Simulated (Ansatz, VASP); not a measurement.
## Two plane-wave programs on AlN

The input INCAR:

```
PREC     = Accurate       # precision mode
ENCUT    = 600            # plane-wave cutoff, eV
EDIFF    = 1E-7           # SCF threshold, eV
ISMEAR   = 0              # smearing method
SIGMA    = 0.15           # smearing width, eV
LREAL    = F              # projectors in reciprocal space
LASPH    = T              # aspherical terms in the spheres
NELM     = 120            # most SCF steps
ALGO     = Normal         # electronic algorithm
ISIF     = 3              # what is computed and relaxed
LWAVE    = F              # write WAVECAR
LCHARG   = F              # write CHGCAR
GGA      = PE             # functional
IBRION   = 2              # ionic algorithm
NSW      = 36             # ionic steps
EDIFFG   = -0.08          # ionic threshold
GGA_COMPAT= F            
NELMIN   = 4
```

Contents of KPOINTS:

```
regular mesh
0
Gamma
  5 5 5
```

The input POSCAR:

```
AlN
1.0
    1.5898563700      0.9179040000      2.4093688200
   -1.5898563700      0.9179040000      2.4093688200
    0.0000000000     -1.8358080100      2.4093688200
Al N
1 1
Direct
    0.0000000000      0.0000000000      0.0000000000
    0.5000000000      0.5000000000      0.5000000000
```

Input for Ansatz:

```yaml
crystal:
  lattice:
    - [1.58985637, 0.917904, 2.40936882]
    - [-1.58985637, 0.917904, 2.40936882]
    - [0.0, -1.83580801, 2.40936882]
  atoms:
    - { symbol: Al, position: [0.0, 0.0, 0.0] }
    - { symbol: "N", position: [0.5, 0.5, 0.5] }
basis:
  ecutwfc: 420
kpoints:
  mp_grid: { grid: [5, 5, 5] }
hamiltonian:
  xc: pbe
scf:
  occupations: { method: gaussian, width: 0.15 }
  lower_state_search: "off"
output:
  forces: true
  stress: true
  eigenvalues: true
relax:
  adjacent_minimum: "off"
  f_tol: 0.08
  max_steps: 16
  cell: { stress_tol: 0.8 }
```

Change from the starting cell: species swapped into the CrN type (R-3m, No. 166).

Alike in both runs: task relaxation of cell and atoms; functional PBE; k mesh 5 × 5 × 5; occupations gaussian, width 0.15 eV; no spin polarisation.

```csv
,VASP,Ansatz
version,VASP 6.6.1,Ansatz 0.2.0
potentials or method,"VASP PAW PBE potentials, release 64 (Al, N), cutoff 600 eV","scalar-relativistic, plane waves, PAW"
valence electrons in the cell,8,8
```

|  | VASP | Ansatz | Ansatz less VASP |
| --- | --- | --- | --- |
| gap on the k mesh at the Fermi level, each at its own relaxed structure (eV) | 5.05 | 5.02 | -0.029 |
| relaxed volume (Å³/atom) | 8.40 | 8.45 | +0.045 |
| relaxed cell length with the largest relative difference (Å) | 2.875 | 2.880 | +0.0047 |

The k mesh is coarse, so the values compare programs but aren't converged. Noted on VASP's run: the volume moved by over 15 % at a fixed basis, so the end points are rough.
